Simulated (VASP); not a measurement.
# Al2O3 (Pnnm) in VASP: single point with LDA

Aim: the single point of Al2O3 with LDA.

Everything below comes from runs of VASP 6.6.1. Logs are shortened: lines on timing, memory, paths and dates and some standing lists are left out, and cuts for length are marked.

### Step 1. The cell of the first run

The structure is orthorhombic, space group Pnnm (No. 58). Conventional cell: a = 4.614 Å, b = 9.563 Å, c = 3.120 Å, α = 90.00°, β = 90.00°, γ = 90.00°. Within 2.2 Å of Al (site symmetry m) lie 4 O at 1.68 to 1.82 Å. Within 2.4 Å of O (site symmetry m) lie 3 Al at 1.82 Å. Within 2.2 Å of O (site symmetry 2/m) lie 2 Al at 1.68 Å.

### Step 2. Single point, LDA

Contents of INCAR:

```
SYSTEM = Al2O3
ALGO = Normal
EDIFF = 1E-6
ENCUT = 520
GGA = CA
ISIF = 2
ISMEAR = 0
LASPH = .True.
LCHARG = .False.
LREAL = .False.
LWAVE = .False.
NBANDS = 35
NELM = 100
PREC = Accurate
SIGMA = 0.01
```

Contents of KPOINTS:

```
k-points
0
Gamma
  6 4 8
  0 0 0
```

Contents of POSCAR:

```
Al2O3
1.0
    4.6137770000      0.0000000000      0.0000000000
    0.0000000000      9.5632790000      0.0000000000
    0.0000000000      0.0000000000      3.1198620000
Al O
4 6
Direct
    0.5170250000      0.3245730000      0.5000000000
    0.4829750000      0.6754270000      0.5000000000
    0.0170250000      0.1754270000      0.0000000000
    0.9829750000      0.8245730000      0.0000000000
    0.8763650000      0.2469500000      0.5000000000
    0.0000000000      0.0000000000      0.0000000000
    0.6236350000      0.7469500000      0.0000000000
    0.3763650000      0.2530500000      0.0000000000
    0.1236350000      0.7530500000      0.5000000000
    0.5000000000      0.5000000000      0.5000000000
```

Potentials or basis: VASP PAW LDA potentials, release 64 (Al, O).

Started as:

```bash
$ cat potpaw_LDA.64/Al/POTCAR potpaw_LDA.64/O/POTCAR > POTCAR
$ mpirun -np 1 vasp_std > vasp.out
```

OUTCAR:

```text
SYSTEM = Al2O3
   EDIFF = 1E-6
   ENCUT = 520
   GGA = CA
   ISIF = 2
   ISMEAR = 0
   LASPH = .True.
   LREAL = .False.
   NELM = 100
   PREC = Accurate

 ion  position               nearest neighbor table
   1  0.517  0.325  0.500-  10 1.68   5 1.82   8 1.82   8 1.82   3 3.13   3 3.13   3 3.13   3 3.13
                             2 3.36
   2  0.483  0.675  0.500-  10 1.68   9 1.82   7 1.82   7 1.82   4 3.13   4 3.13   4 3.13   4 3.13
                             1 3.36
   3  0.017  0.175  0.000-   6 1.68   8 1.82   5 1.82   5 1.82   1 3.13   1 3.13   1 3.13   1 3.13
                             4 3.36
   4  0.983  0.825  0.000-   6 1.68   7 1.82   9 1.82   9 1.82   2 3.13   2 3.13   2 3.13   2 3.13
                             3 3.36
   5  0.876  0.247  0.500-   1 1.82   3 1.82   3 1.82
   6  0.000  0.000  0.000-   3 1.68   4 1.68
   7  0.624  0.747  0.000-   4 1.82   2 1.82   2 1.82
   8  0.376  0.253  0.000-   3 1.82   1 1.82   1 1.82
   9  0.124  0.753  0.500-   2 1.82   4 1.82   4 1.82
  10  0.500  0.500  0.500-   1 1.68   2 1.68

  LATTYP: Found a simple orthorhombic cell.
 ALAT       =     3.1198620000
 B/A-ratio  =     1.4788400897
 C/A-ratio  =     3.0652891057

  Lattice vectors:

 A1 = (   0.0000000000,   0.0000000000,   3.1198620000)
 A2 = (   4.6137770000,   0.0000000000,   0.0000000000)
 A3 = (   0.0000000000,   9.5632790000,   0.0000000000)

Analysis of symmetry for initial positions (statically):
=====================================================================
 Subroutine PRICEL returns:
 Original cell was already a primitive cell.

 Routine SETGRP: Setting up the symmetry group for a
 simple orthorhombic supercell.

 Subroutine GETGRP returns: Found  8 space group operations
 (whereof  4 operations were pure point group operations)
 out of a pool of  8 trial point group operations.

The static configuration has the point symmetry C_2h.
 The point group associated with its full space group is D_2h.

Analysis of symmetry for dynamics (positions and initial velocities):
=====================================================================
 Subroutine PRICEL returns:
 Original cell was already a primitive cell.

 Routine SETGRP: Setting up the symmetry group for a
 simple orthorhombic supercell.

 Subroutine GETGRP returns: Found  8 space group operations
 (whereof  4 operations were pure point group operations)
 out of a pool of  8 trial point group operations.

The dynamic configuration has the point symmetry C_2h.
 The point group associated with its full space group is D_2h.

 Subroutine INISYM returns: Found  8 space group operations
 (whereof  4 operations are pure point group operations),
 and found     1 'primitive' translations

----------------------------------------------------------------------------------------

                                     Primitive cell

  volume of cell :     137.6572

  direct lattice vectors                    reciprocal lattice vectors
     4.613777000  0.000000000  0.000000000     0.216742162  0.000000000  0.000000000
     0.000000000  9.563279000  0.000000000     0.000000000  0.104566645  0.000000000
     0.000000000  0.000000000  3.119862000     0.000000000  0.000000000  0.320526998

  length of vectors
     4.613777000  9.563279000  3.119862000     0.216742162  0.104566645  0.320526998

  position of ions in fractional coordinates (direct lattice)
     0.517025000  0.324573000  0.500000000
     0.482975000  0.675427000  0.500000000
     0.017025000  0.175427000  0.000000000
     0.982975000  0.824573000  0.000000000
     0.876365000  0.246950000  0.500000000
     0.000000000  0.000000000  0.000000000
     0.623635000  0.746950000  0.000000000
     0.376365000  0.253050000  0.000000000
     0.123635000  0.753050000  0.500000000
     0.500000000  0.500000000  0.500000000

  ion indices of the primitive-cell ions
   primitive index   ion index
                 1           1
                 2           2
                 3           3
                 4           4
                 5           5
                 6           6
                 7           7
                 8           8
                 9           9
                10          10

----------------------------------------------------------------------------------------

 KPOINTS: k-points

Automatic generation of k-mesh.
 Grid dimensions read from file:
 generate k-points for:    6    4    8

 Generating k-lattice:

  Cartesian coordinates                     Fractional coordinates (reciprocal lattice)
     0.036123694  0.000000000  0.000000000     0.166666667  0.000000000  0.000000000
     0.000000000  0.026141661  0.000000000     0.000000000  0.250000000  0.000000000
     0.000000000  0.000000000  0.040065875     0.000000000  0.000000000  0.125000000

  Length of vectors
     0.036123694  0.026141661  0.040065875

  Shift w.r.t. Gamma in fractional coordinates (k-lattice)
     0.000000000  0.000000000  0.000000000

 Subroutine IBZKPT returns following result:
 ===========================================

 Found     60 irreducible k-points:

 Following reciprocal coordinates:
            Coordinates               Weight
  0.000000  0.000000  0.000000      1.000000
  0.166667  0.000000  0.000000      2.000000
  0.333333  0.000000  0.000000      2.000000
  0.500000  0.000000  0.000000      1.000000
  0.000000  0.250000  0.000000      2.000000
  0.166667  0.250000  0.000000      4.000000
[... 16 lines left out ...]
  0.333333  0.500000  0.125000      4.000000
  0.500000  0.500000  0.125000      2.000000
 [... further k-points ...]
   k-points           NKPTS =     60   k-points in BZ     NKDIM =     60   number of bands    NBANDS=     35
   number of dos      NEDOS =    301   number of ions     NIONS =     10
   total plane-waves  NPLWV =  62208
   dimension x,y,z NGX =    36 NGY =   72 NGZ =   24
   dimension x,y,z NGXF=    72 NGYF=  144 NGZF=   48
   ions per type =               4   6
   NGX,Y,Z   is equivalent  to a cutoff of  12.97, 12.52, 12.79 a.u.
   NGXF,Y,Z  is equivalent  to a cutoff of  25.94, 25.03, 25.58 a.u.
 SYSTEM =  Al2O3
   PREC   = accura    normal or accurate (medium, high low for compatibility)
   ISTART =      0    job   : 0-new  1-cont  2-samecut
   ICHARG =      2    charge: 1-file 2-atom 10-const
   ISPIN  =      1    spin polarized calculation?
   LNONCOLLINEAR =      F non collinear calculations
   LSORBIT =      F    spin-orbit coupling
   LASPH  =      T    aspherical Exc in radial PAW
   ENCUT  =  520.0 eV  38.22 Ry    6.18 a.u.   8.58 17.78  5.80*2*pi/ulx,y,z
   NELM   =    100;   NELMIN=  2; NELMDL= -5     # of ELM steps
   EDIFF  = 0.1E-05   stopping-criterion for ELM
   LREAL  =      F    real-space projection
   EDIFFG = 0.1E-04   stopping-criterion for IOM
   NSW    =      0    number of steps for IOM
   IBRION =     -1    ionic relax: 0-MD 1-quasi-New 2-CG
   NFREE  =      0    steps in history (QN), initial steepest desc. (CG)
   ISIF   =      2    stress and relaxation
   ISYM   =      2    0-nonsym 1-usesym 2-fastsym
   POTIM  = 0.5000    time-step for ionic-motion
   TEBEG  =    0.0;   TEEND  =   0.0 temperature during run
   PSTRESS=    0.0 pullay stress
   NELECT =      48.0000    total number of electrons
   NUPDOWN=      -1.0000    fix difference up-down
   EMIN   =  10.00;   EMAX   =-10.00  energy-range for DOS
   EFERMI =   0.00;   METHOD = LEGACY
   ISMEAR =     0;   SIGMA  =   0.01  broadening in eV -4-tet -1-fermi 0-gaus
   EFERMI_NEDOS =   21; number of points for ismear=-14 and -15
   IALGO  =     38    algorithm
   IMIX   =      4    mixing-type and parameters
     AMIX     =   0.40;   BMIX     =  1.00
     AMIX_MAG =   1.60;   BMIX_MAG =  1.00
  volume/ion in A,a.u.               =      13.77        92.90
  Fermi-wavevector in a.u.,A,eV,Ry     =   1.152274  2.177482 18.064926  1.327735
  Thomas-Fermi vector in A             =   2.288926
   LORBIT       =      0    0 simple, 1 ext, 2 COOP (PROOUT), +10 PAW based schemes
   GGA     = CA    functional components
   LHFCALC =     F    Hartree Fock is set to
   AEXX    =    0.0000 exact exchange contribution
   IVDW    =     0    specifies the selected vdW correction
   LEPSILON=     F    determine dielectric tensor
   LRPA    =     F    only Hartree local field effects (RPA)
 non-spin polarized calculation
 Gauss-broadening in eV      SIGMA  =   0.01
  energy-cutoff  :      520.00
  volume of cell :      137.66
 maximum number of plane-waves:      3737
 NGX is ok and might be reduce to    36
   NGX = 17   NGY = 35   NGZ = 11

 number of electron      48.0000029 magnetization

 Free energy of the ion-electron system (eV)
  ---------------------------------------------------
  ext. energy  EPLUGINS =         0.00000000
  ---------------------------------------------------
  free energy    TOTEN  =       -80.66371463 eV

  energy without entropy =      -80.66371463  energy(sigma->0) =      -80.66371463

 E-fermi :   1.5921     XC(G=0):  -9.3199

 val. band max:        1.5137531429   @ k =   0.0000   0.0000   0.0000
 cond. band min:       4.8648086646   @ k =   0.0000   0.0000   0.0000
 fundamental gap:      3.3510555217
 Fermi energy:         1.5921280797

 k-point     1 :       0.0000    0.0000    0.0000
  band No.  band energies     occupation
      1     -17.1440      2.00000
      2     -17.0656      2.00000
      3     -15.7603      2.00000
      4     -15.7306      2.00000
      5     -14.4959      2.00000
      6     -14.3725      2.00000
[... 27 lines left out ...]
     34      11.9765      0.00000
     35      13.1611      0.00000

 k-point     2 :       0.1667    0.0000    0.0000
  band No.  band energies     occupation
      1     -17.0658      2.00000
      2     -16.9885      2.00000
      3     -15.8744      2.00000
      4     -15.8353      2.00000
      5     -14.4803      2.00000
      6     -14.3765      2.00000
[... 27 lines left out ...]
     34      11.7823      0.00000
     35      12.6203      0.00000

 k-point     3 :       0.3333    0.0000    0.0000
  band No.  band energies     occupation
      1     -16.8442      2.00000
      2     -16.7703      2.00000
      3     -16.1632      2.00000
      4     -16.1081      2.00000
      5     -14.4465      2.00000
      6     -14.3895      2.00000
[... 27 lines left out ...]
     34      11.5784      0.00000
     35      12.1989      0.00000

 k-point     4 :       0.5000    0.0000    0.0000
  band No.  band energies     occupation
      1     -16.5198      2.00000
      2     -16.5198      2.00000
      3     -16.4527      2.00000
      4     -16.4527      2.00000
      5     -14.4134      2.00000
      6     -14.4134      2.00000
[... 27 lines left out ...]
     34      11.3495      0.00000
     35      12.2793      0.00000

 k-point     5 :       0.0000    0.2500    0.0000
  band No.  band energies     occupation
      1     -17.1331      2.00000
      2     -17.0776      2.00000
      3     -15.7553      2.00000
      4     -15.7344      2.00000
      5     -14.4779      2.00000
      6     -14.3907      2.00000
[... 638 lines left out ...]
 k-point    22 :       0.1667    0.5000    0.1250
  band No.  band energies     occupation
      1     -16.9422      2.00000
      2     -16.9422      2.00000
      3     -15.8409      2.00000
      4     -15.8409      2.00000
      5     -14.4046      2.00000
      6     -14.4046      2.00000
[... 27 lines left out ...]
     34      12.0147      0.00000
     35      12.7488      0.00000

 k-point    23 :       0.3333    0.5000    0.1250
  band No.  band energies     occupation
      1     -16.7340      2.00000
      2     -16.7340      2.00000
      3     -16.1004      2.00000
      4     -16.1004      2.00000
      5     -14.3949      2.00000
      6     -14.3949      2.00000
[... 27 lines left out ...]
     34      11.7066      0.00000
     35      12.4707      0.00000

 k-point    24 :       0.5000    0.5000    0.1250
  band No.  band energies     occupation
      1     -16.4581      2.00000
      2     -16.4581      2.00000
      3     -16.4012      2.00000
      4     -16.4012      2.00000
      5     -14.3903      2.00000
      6     -14.3903      2.00000
[... 27 lines left out ...]
     34      11.8482      0.00000
     35      12.0250      0.00000

 [... further k-points ...]
[... 5 lines left out ...]
  --------------------------------------------------------------------------------------
  -------------------------------------------------------------------------------------
  Total       -3.5378037     -3.4904739     -8.0782332      0.0000000      0.0000000      0.0000000
  in kB      -41.1761279    -40.6252616    -94.0217124      0.0000000      0.0000000      0.0000000
  external PRESSURE =     -58.6077006 kB  Pullay stress =       0.0000000 kB

 VOLUME and BASIS-vectors are now :
 -----------------------------------------------------------------------------
  energy-cutoff  :      520.00
  volume of cell :      137.66
      direct lattice vectors                 reciprocal lattice vectors
     4.613777000  0.000000000  0.000000000     0.216742162  0.000000000  0.000000000
     0.000000000  9.563279000  0.000000000     0.000000000  0.104566645  0.000000000
     0.000000000  0.000000000  3.119862000     0.000000000  0.000000000  0.320526998

 POSITION                                       TOTAL-FORCE (eV/Angst)
 -----------------------------------------------------------------------------------
      2.38544      3.10398      1.55993         0.078435     -0.055940      0.000000
      2.22834      6.45930      1.55993        -0.078435      0.055940      0.000000
      0.07855      1.67766      0.00000         0.078435      0.055940      0.000000
      4.53523      7.88562      0.00000        -0.078435     -0.055940      0.000000
      4.04335      2.36165      1.55993        -0.193347     -0.015934      0.000000
      0.00000      0.00000      0.00000         0.000000      0.000000      0.000000
      2.87731      7.14329      0.00000         0.193347     -0.015934     -0.000000
      1.73646      2.41999      0.00000        -0.193347      0.015934      0.000000
      0.57042      7.20163      1.55993         0.193347      0.015934     -0.000000
      2.30689      4.78164      1.55993         0.000000      0.000000      0.000000
 -----------------------------------------------------------------------------------
    total drift:                                0.000000     -0.000000     -0.000000

  FREE ENERGIE OF THE ION-ELECTRON SYSTEM (eV)
  ---------------------------------------------------
  free  energy   TOTEN  =       -80.6637146338 eV

  energy  without entropy=      -80.6637146338  energy(sigma->0) =      -80.66371463
```

Wall time 3 min (1 thread of Intel Xeon Platinum 8488C (Sapphire Rapids), shared host); peak memory 0.32 GiB.

What came out:

* Free energy: -80.6637 eV
* Pressure: -5.9 GPa
* Largest force: 0.194 eV/Å
* Band gap on the k mesh: 3.35 eV, direct

Forces on the atoms (eV/Å):
```
Al   0.078 -0.056  0.000
Al  -0.078  0.056  0.000
Al   0.078  0.056  0.000
Al  -0.078 -0.056  0.000
O   -0.193 -0.016  0.000
O    0.000  0.000  0.000
O    0.193 -0.016  0.000
O   -0.193  0.016  0.000
O    0.193  0.016  0.000
O    0.000  0.000  0.000
```

A k mesh can miss the band edges.
